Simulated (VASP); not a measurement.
Wanted: the native input for a VASP 6.6.1 run.

```yaml
Task: single point
Functional: LDA
Potentials_or_basis: VASP PAW LDA potentials, release 64 (Ti_sv, C)
Cutoff: 520 eV
k_mesh: 7 × 7 × 7
Occupations: fermi-dirac, width 0.05 eV
Spin: no spin polarisation
Dipole_correction: no
Further_INCAR_settings: ALGO = Normal; EDIFF = 1e-06; NBANDS = 15
```

The structure of TiC lies in POSCAR:

```
TiC
1.0
    0.0000000000      2.1657188437      2.1657188437
    2.1657188437      0.0000000000      2.1657188437
    2.1657188437      2.1657188437      0.0000000000
Ti C
1 1
Direct
   -0.0179180000      0.0215340000     -0.0071780000
    0.4843900000      0.5074340000      0.5141740000
```

One way to write it, as run:

INCAR

```
SYSTEM = TiC
  PREC = Accurate
  ENCUT = 520
  EDIFF = 1E-6
  ISMEAR = -1
  SIGMA = 0.05
  LREAL = .FALSE.
  LASPH = .TRUE.
  NELM = 100
  ALGO = Normal
  ISIF = 2
  LWAVE = .FALSE.
  LCHARG = .FALSE.
  GGA = CA
  NBANDS = 15
```

KPOINTS

```
Automatic mesh
0
G
  7 7 7
  0 0 0
```

Potentials or basis: VASP PAW LDA potentials, release 64 (Ti_sv, C).

The run is started by

```bash
$ cat potpaw_LDA.64/Ti_sv/POTCAR potpaw_LDA.64/C/POTCAR > POTCAR
$ mpirun -np 1 vasp_std > vasp.out
```

It gave:

```json
{
  "Pressure": "-11.6 GPa",
  "Largest force": "0.487 eV/Å",
  "Band gap on the k mesh": "zero (bands 8 and 9 overlap by 0.99 eV)"
}
```

Caveat: the cell stands under tension.

Wall time 22 s on 1 thread of Intel(R) Xeon(R) Platinum 8488C (Sapphire Rapids), on a shared host, peak memory 0.16 GiB.
